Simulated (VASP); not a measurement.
Write the native input for VASP 6.6.1 that does the following.

| Item | Value |
| --- | --- |
| Task | single point |
| Functional | LDA |
| Potentials or basis | VASP PAW LDA potentials, release 64 (Mg) |
| Cutoff | 520 eV |
| k mesh | 9 × 9 × 9 |
| Occupations | fermi-dirac, width 0.15 eV |
| Spin | no spin polarisation |
| Dipole correction | no |
| Further INCAR settings | ALGO = Normal; EDIFF = 1e-07; NBANDS = 7 |

The structure of Mg lies in POSCAR:

```
Mg
1.0
   -1.4991302542      1.4641221010      1.4791971426
    1.4541655619     -1.4564593722      1.4265597049
    1.4944424671      1.4517615685     -1.4715243972
Mg
1
Direct
    0.0000000000      0.0000000000      0.0000000000
```

The input as run:

INCAR

```
SYSTEM = Mg
PREC = Accurate
ENCUT = 520
EDIFF = 1E-7
ISMEAR = -1
SIGMA = 0.15
LREAL = .False.
LASPH = .True.
NELM = 80
ALGO = Normal
ISIF = 2
LWAVE = .False.
LCHARG = .False.
GGA = CA
NBANDS = 7
```

KPOINTS

```
Automatic mesh
0
Gamma
  9 9 9
  0 0 0
```

Potentials or basis: VASP PAW LDA potentials, release 64 (Mg).

The run is started by

```console
$ cat potpaw_LDA.64/Mg/POTCAR > POTCAR
$ mpirun -np 1 vasp_std > vasp.out
```

It gave:

```json
{
  "Pressure": "63.0 GPa",
  "Band gap on the k mesh": "zero (bands 1 and 2 overlap by 3.19 eV)"
}
```

Caveat: the cell stands under pressure.

Wall time 45 s on 1 thread of Intel Xeon 8259CL, on a shared host, peak memory 0.15 GiB.
